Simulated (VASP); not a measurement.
# VSi (P4/mmm) in VASP: a series of runs

The runs below take VSi through single point, relaxation of cell and atoms, with PBE.

Everything below comes from runs of VASP 6.6.1. Logs are shortened: lines on timing, memory, paths and dates and some standing lists are left out, and cuts for length are marked.

**1. The cell of the first run**

The structure is tetragonal, space group P4/mmm (No. 123). Conventional cell: a = 2.607 Å, b = 2.607 Å, c = 3.747 Å, α = 90.00°, β = 90.00°, γ = 90.00°. V (site symmetry 4/mmm) has 4 V at 2.61 Å and 8 Si at 2.63 Å within 3.4 Å. Si (site symmetry 4/mmm) has 4 Si at 2.61 Å and 8 V at 2.63 Å within 3.4 Å.

**2. Single point, PBE**

The input, INCAR:

```
PREC = Accurate
ENCUT = 520
EDIFF = 1E-6
ISMEAR = 0
SIGMA = 0.1
LREAL = F
LASPH = T
NELM = 60
ALGO = Normal
ISIF = 2
LWAVE = F
LCHARG = T
GGA = PE
LELF = T
LVHAR = T
NBANDS = 16
```

The input, KPOINTS:

```
Automatic mesh
0
Gamma
  6 6 6
```

The input, POSCAR:

```
VSi
1.0
    2.6065254566      0.0000000000      0.0000000000
    0.0000000000      2.6065254566      0.0000000000
    0.0000000000      0.0000000000      3.7468273623
V Si
1 1
Direct
    0.5000000000      0.5000000000      0.5000000000
    0.0000000000      0.0000000000      0.0000000000
```

Potentials or basis: VASP PAW PBE potentials, release 64 (V_sv, Si).

On the command line:

```sh
$ cat potpaw_PBE.64/V_sv/POTCAR potpaw_PBE.64/Si/POTCAR > POTCAR
$ mpirun -np 1 vasp_std > vasp.out
```

OUTCAR:

```text
PREC = Accurate
   ENCUT = 520
   EDIFF = 1E-6
   ISMEAR = 0
   LREAL = F
   LASPH = T
   NELM = 60
   ISIF = 2
   GGA = PE

 ion  position               nearest neighbor table
   1  0.500  0.500  0.500-   2 2.63   2 2.63   2 2.63   2 2.63   2 2.63   2 2.63   2 2.63   2 2.63

   2  0.000  0.000  0.000-   1 2.63   1 2.63   1 2.63   1 2.63   1 2.63   1 2.63   1 2.63   1 2.63

  LATTYP: Found a simple tetragonal cell.
 ALAT       =     2.6065254566
 C/A-ratio  =     1.4374796735

  Lattice vectors:

 A1 = (   2.6065254566,   0.0000000000,   0.0000000000)
 A2 = (   0.0000000000,   2.6065254566,   0.0000000000)
 A3 = (   0.0000000000,   0.0000000000,   3.7468273623)

Analysis of symmetry for initial positions (statically):
=====================================================================
 Subroutine PRICEL returns:
 Original cell was already a primitive cell.

 Routine SETGRP: Setting up the symmetry group for a
 simple tetragonal supercell.

 Subroutine GETGRP returns: Found 16 space group operations
 (whereof 16 operations were pure point group operations)
 out of a pool of 16 trial point group operations.

The static configuration has the point symmetry D_4h.

Analysis of symmetry for dynamics (positions and initial velocities):
=====================================================================
 Subroutine PRICEL returns:
 Original cell was already a primitive cell.

 Routine SETGRP: Setting up the symmetry group for a
 simple tetragonal supercell.

 Subroutine GETGRP returns: Found 16 space group operations
 (whereof 16 operations were pure point group operations)
 out of a pool of 16 trial point group operations.

The dynamic configuration has the point symmetry D_4h.

 Subroutine INISYM returns: Found 16 space group operations
 (whereof 16 operations are pure point group operations),
 and found     1 'primitive' translations

----------------------------------------------------------------------------------------

                                     Primitive cell

  volume of cell :      25.4559

  direct lattice vectors                    reciprocal lattice vectors
     2.606525457  0.000000000  0.000000000     0.383652497  0.000000000  0.000000000
     0.000000000  2.606525457  0.000000000     0.000000000  0.383652497  0.000000000
     0.000000000  0.000000000  3.746827362     0.000000000  0.000000000  0.266892467

  length of vectors
     2.606525457  2.606525457  3.746827362     0.383652497  0.383652497  0.266892467

  position of ions in fractional coordinates (direct lattice)
     0.500000000  0.500000000  0.500000000
     0.000000000  0.000000000  0.000000000

  ion indices of the primitive-cell ions
   primitive index   ion index
                 1           1
                 2           2

----------------------------------------------------------------------------------------

 KPOINTS: Automatic mesh

Automatic generation of k-mesh.
 Grid dimensions read from file:
 generate k-points for:    6    6    6

 Generating k-lattice:

  Cartesian coordinates                     Fractional coordinates (reciprocal lattice)
     0.063942083  0.000000000  0.000000000     0.166666667  0.000000000  0.000000000
     0.000000000  0.063942083  0.000000000     0.000000000  0.166666667  0.000000000
     0.000000000  0.000000000  0.044482078     0.000000000  0.000000000  0.166666667

  Length of vectors
     0.063942083  0.063942083  0.044482078

  Shift w.r.t. Gamma in fractional coordinates (k-lattice)
     0.000000000  0.000000000  0.000000000

 Subroutine IBZKPT returns following result:
 ===========================================

 Found     40 irreducible k-points:

 Following reciprocal coordinates:
            Coordinates               Weight
  0.000000  0.000000  0.000000      1.000000
  0.166667  0.000000  0.000000      4.000000
  0.333333  0.000000  0.000000      4.000000
  0.500000  0.000000  0.000000      2.000000
  0.166667  0.166667  0.000000      4.000000
  0.333333  0.166667  0.000000      8.000000
[... 16 lines left out ...]
  0.333333  0.000000  0.333333      8.000000
  0.500000  0.000000  0.333333      4.000000
 [... further k-points ...]
   k-points           NKPTS =     40   k-points in BZ     NKDIM =     40   number of bands    NBANDS=     16
   number of dos      NEDOS =    301   number of ions     NIONS =      2
   total plane-waves  NPLWV =  11200
   dimension x,y,z NGX =    20 NGY =   20 NGZ =   28
   dimension x,y,z NGXF=    40 NGYF=   40 NGZF=   56
   ions per type =               1   1
   NGX,Y,Z   is equivalent  to a cutoff of  12.76, 12.76, 12.42 a.u.
   NGXF,Y,Z  is equivalent  to a cutoff of  25.51, 25.51, 24.85 a.u.
 SYSTEM =  unknown system
   PREC   = accura    normal or accurate (medium, high low for compatibility)
   ISTART =      0    job   : 0-new  1-cont  2-samecut
   ICHARG =      2    charge: 1-file 2-atom 10-const
   ISPIN  =      1    spin polarized calculation?
   LNONCOLLINEAR =      F non collinear calculations
   LSORBIT =      F    spin-orbit coupling
   LASPH  =      T    aspherical Exc in radial PAW
   ENCUT  =  520.0 eV  38.22 Ry    6.18 a.u.   4.85  4.85  6.97*2*pi/ulx,y,z
   NELM   =     60;   NELMIN=  2; NELMDL= -5     # of ELM steps
   EDIFF  = 0.1E-05   stopping-criterion for ELM
   LREAL  =      F    real-space projection
   EDIFFG = 0.1E-04   stopping-criterion for IOM
   NSW    =      0    number of steps for IOM
   IBRION =     -1    ionic relax: 0-MD 1-quasi-New 2-CG
   NFREE  =      0    steps in history (QN), initial steepest desc. (CG)
   ISIF   =      2    stress and relaxation
   ISYM   =      2    0-nonsym 1-usesym 2-fastsym
   POTIM  = 0.5000    time-step for ionic-motion
   TEBEG  =    0.0;   TEEND  =   0.0 temperature during run
   PSTRESS=    0.0 pullay stress
   NELECT =      17.0000    total number of electrons
   NUPDOWN=      -1.0000    fix difference up-down
   EMIN   =  10.00;   EMAX   =-10.00  energy-range for DOS
   EFERMI =   0.00;   METHOD = LEGACY
   ISMEAR =     0;   SIGMA  =   0.10  broadening in eV -4-tet -1-fermi 0-gaus
   EFERMI_NEDOS =   21; number of points for ismear=-14 and -15
   IALGO  =     38    algorithm
   IMIX   =      4    mixing-type and parameters
     AMIX     =   0.40;   BMIX     =  1.00
     AMIX_MAG =   1.60;   BMIX_MAG =  1.00
  volume/ion in A,a.u.               =      12.73        85.89
  Fermi-wavevector in a.u.,A,eV,Ry     =   1.430964  2.704129 27.860064  2.047657
  Thomas-Fermi vector in A             =   2.550752
   LORBIT       =      0    0 simple, 1 ext, 2 COOP (PROOUT), +10 PAW based schemes
   GGA     = PE    functional components
   LHFCALC =     F    Hartree Fock is set to
   AEXX    =    0.0000 exact exchange contribution
   IVDW    =     0    specifies the selected vdW correction
   LEPSILON=     F    determine dielectric tensor
   LRPA    =     F    only Hartree local field effects (RPA)
 non-spin polarized calculation
 Gauss-broadening in eV      SIGMA  =   0.10
  energy-cutoff  :      520.00
  volume of cell :       25.46
 maximum number of plane-waves:       700
 NGX is ok and might be reduce to    20
   NGX =  9   NGY =  9   NGZ = 13

 number of electron      17.0000011 magnetization

 Free energy of the ion-electron system (eV)
  ---------------------------------------------------
  ext. energy  EPLUGINS =         0.00000000
  ---------------------------------------------------
  free energy    TOTEN  =       -14.95220367 eV

  energy without entropy =      -14.94154868  energy(sigma->0) =      -14.94687617

 E-fermi :  11.7453     XC(G=0): -12.4459

 val. band max:       11.5512266615   @ k =   0.1667   0.1667   0.1667
 cond. band min:      11.7741825208   @ k =   0.1667   0.0000   0.3333
 fundamental gap:      0.2229558593
 Fermi energy:        11.7452744268

 k-point     1 :       0.0000    0.0000    0.0000
  band No.  band energies     occupation
      1     -52.6229      2.00000
      2     -26.5435      2.00000
      3     -26.1541      2.00000
      4     -26.1541      2.00000
      5      -1.4047      2.00000
      6       8.2124      2.00000
[... 8 lines left out ...]
     15      19.7021      0.00000
     16      25.4964      0.00000

 k-point     2 :       0.1667    0.0000    0.0000
  band No.  band energies     occupation
      1     -52.6021      2.00000
      2     -26.5237      2.00000
      3     -26.3136      2.00000
      4     -26.1402      2.00000
      5      -0.7891      2.00000
      6       8.6335      2.00000
[... 8 lines left out ...]
     15      22.0085      0.00000
     16      24.8805      0.00000

 k-point     3 :       0.3333    0.0000    0.0000
  band No.  band energies     occupation
      1     -52.5600      2.00000
      2     -26.6250      2.00000
      3     -26.4838      2.00000
      4     -26.1124      2.00000
      5       0.9875      2.00000
      6       7.2641      2.00000
[... 8 lines left out ...]
     15      20.7167      0.00000
     16      22.9575      0.00000

 k-point     4 :       0.5000    0.0000    0.0000
  band No.  band energies     occupation
      1     -52.5388      2.00000
      2     -26.7772      2.00000
      3     -26.4637      2.00000
      4     -26.0984      2.00000
      5       3.3946      2.00000
      6       4.2424      2.00000
[... 8 lines left out ...]
     15      22.4813      0.00000
     16      23.3096      0.00000

 k-point     5 :       0.1667    0.1667    0.0000
  band No.  band energies     occupation
      1     -52.5814      2.00000
      2     -26.5043      2.00000
      3     -26.3053      2.00000
      4     -26.2894      2.00000
      5      -0.1881      2.00000
      6       8.6177      2.00000
[... 8 lines left out ...]
     15      24.5983      0.00000
     16      25.7736      0.00000

 k-point     6 :       0.3333    0.1667    0.0000
  band No.  band energies     occupation
      1     -52.5398      2.00000
      2     -26.6043      2.00000
      3     -26.4653      2.00000
      4     -26.2644      2.00000
      5       1.5430      2.00000
      6       7.6462      2.00000
[... 8 lines left out ...]
     15      20.7950      0.00000
     16      23.6562      0.00000

 k-point     7 :       0.5000    0.1667    0.0000
  band No.  band energies     occupation
      1     -52.5188      2.00000
      2     -26.7542      2.00000
      3     -26.4458      2.00000
      4     -26.2481      2.00000
      5       3.8059      2.00000
      6       4.8340      2.00000
[... 8 lines left out ...]
     15      19.0567      0.00000
     16      20.7996      0.00000

 k-point     8 :       0.3333    0.3333    0.0000
  band No.  band energies     occupation
      1     -52.4991      2.00000
      2     -26.5699      2.00000
      3     -26.5545      2.00000
      4     -26.4282      2.00000
      5       3.1125      2.00000
      6       8.1654      2.00000
[... 8 lines left out ...]
     15      20.2734      0.00000
     16      20.9278      0.00000

 k-point     9 :       0.5000    0.3333    0.0000
  band No.  band energies     occupation
      1     -52.4786      2.00000
      2     -26.7078      2.00000
      3     -26.5411      2.00000
      4     -26.4095      2.00000
      5       4.8738      2.00000
      6       6.4888      2.00000
[... 8 lines left out ...]
     15      20.3780      0.00000
     16      20.9412      0.00000
[... 172 lines left out ...]
 k-point    19 :       0.5000    0.3333    0.1667
  band No.  band energies     occupation
      1     -52.4784      2.00000
      2     -26.7071      2.00000
      3     -26.5406      2.00000
      4     -26.4137      2.00000
      5       4.9481      2.00000
      6       6.5162      2.00000
[... 8 lines left out ...]
     15      19.2744      0.00000
     16      20.2864      0.00000

 k-point    20 :       0.5000    0.5000    0.1667
  band No.  band energies     occupation
      1     -52.4582      2.00000
      2     -26.6840      2.00000
      3     -26.6840      2.00000
      4     -26.3953      2.00000
      5       5.9211      2.00000
      6       7.7241      2.00000
[... 8 lines left out ...]
     15      20.2589      0.00000
     16      20.2589      0.00000

 k-point    21 :       0.0000    0.0000    0.3333
  band No.  band energies     occupation
      1     -52.6221      2.00000
      2     -26.5644      2.00000
      3     -26.1534      2.00000
      4     -26.1534      2.00000
      5      -0.4950      2.00000
      6       4.8860      2.00000
[... 8 lines left out ...]
     15      19.7824      0.00000
     16      25.2689      0.00000

 k-point    22 :       0.1667    0.0000    0.3333
  band No.  band energies     occupation
      1     -52.6013      2.00000
      2     -26.5430      2.00000
      3     -26.3122      2.00000
      4     -26.1395      2.00000
      5       0.0321      2.00000
      6       5.4584      2.00000
[... 8 lines left out ...]
     15      21.5085      0.00000
     16      23.0469      0.00000

 k-point    23 :       0.3333    0.0000    0.3333
  band No.  band energies     occupation
      1     -52.5593      2.00000
      2     -26.6223      2.00000
      3     -26.5000      2.00000
      4     -26.1117      2.00000
      5       1.5224      2.00000
      6       6.7242      2.00000
[... 8 lines left out ...]
     15      21.1463      0.00000
     16      24.5766      0.00000

 k-point    24 :       0.5000    0.0000    0.3333
  band No.  band energies     occupation
      1     -52.5382      2.00000
      2     -26.7739      2.00000
      3     -26.4784      2.00000
      4     -26.0977      2.00000
      5       3.1171      2.00000
      6       5.2403      2.00000
[... 8 lines left out ...]
     15      21.8867      0.00000
     16      25.9397      0.00000

 [... further k-points ...]

------------------------ aborting loop because EDIFF is reached ----------------------------------------

  FORCE on cell =-STRESS in cart. coord.  units (eV):
  Direction    XX          YY          ZZ          XY          YZ          ZX
  --------------------------------------------------------------------------------------
  -------------------------------------------------------------------------------------
  Total        0.0494651      0.0494651      0.0016723      0.0000000      0.0000000      0.0000000
  in kB        3.1133060      3.1133060      0.1052513      0.0000000      0.0000000      0.0000000
  external PRESSURE =       2.1106211 kB  Pullay stress =       0.0000000 kB

 VOLUME and BASIS-vectors are now :
 -----------------------------------------------------------------------------
  energy-cutoff  :      520.00
  volume of cell :       25.46
      direct lattice vectors                 reciprocal lattice vectors
     2.606525457  0.000000000  0.000000000     0.383652497  0.000000000  0.000000000
     0.000000000  2.606525457  0.000000000     0.000000000  0.383652497  0.000000000
     0.000000000  0.000000000  3.746827362     0.000000000  0.000000000  0.266892467

 POSITION                                       TOTAL-FORCE (eV/Angst)
 -----------------------------------------------------------------------------------
      1.30326      1.30326      1.87341         0.000000      0.000000      0.000000
      0.00000      0.00000      0.00000         0.000000      0.000000      0.000000
 -----------------------------------------------------------------------------------
    total drift:                               -0.000000      0.000000      0.000000

  FREE ENERGIE OF THE ION-ELECTRON SYSTEM (eV)
  ---------------------------------------------------
  free  energy   TOTEN  =       -14.9522036685 eV

  energy  without entropy=      -14.9415486786  energy(sigma->0) =      -14.94687617
```

Wall time 5.6 s (1 thread of Intel Xeon 6975P-C (Granite Rapids), shared host); peak memory 0.14 GiB.

Results:

```yaml
Free_energy: -14.9522 eV
Pressure: 0.2 GPa
Band_gap_on_the_k_mesh: zero (an odd number of electrons rules out a gap without spin polarisation)
```

Levels at points of the mesh, in eV from the Fermi level:
| k point | band 6 | band 7 | band 8 | band 9 | band 10 | band 11 |
| --- | --- | --- | --- | --- | --- | --- |
| (0.00, 0.00, 0.00) | -3.53 | -2.81 | -2.42 | 1.04 | 1.04 | 2.25 |
| (0.50, 0.00, 0.00) | -7.50 | -3.95 | -1.64 | 0.42 | 1.48 | 3.33 |
| (0.50, 0.50, 0.00) | -3.34 | -3.34 | -1.99 | -1.75 | -1.75 | 2.32 |
| (0.00, 0.00, 0.50) | -7.72 | -2.18 | -0.74 | 0.45 | 0.45 | 2.27 |
| (0.50, 0.00, 0.50) | -6.00 | -3.35 | -2.62 | 0.20 | 0.53 | 1.19 |
| (0.50, 0.50, 0.50) | -4.99 | -4.76 | -2.11 | 1.13 | 1.43 | 3.32 |

Caveat: the k points lie up to 0.40 Å⁻¹ apart, too coarse for converged energies and pressures of a metal.

[end of part 1 of 3]
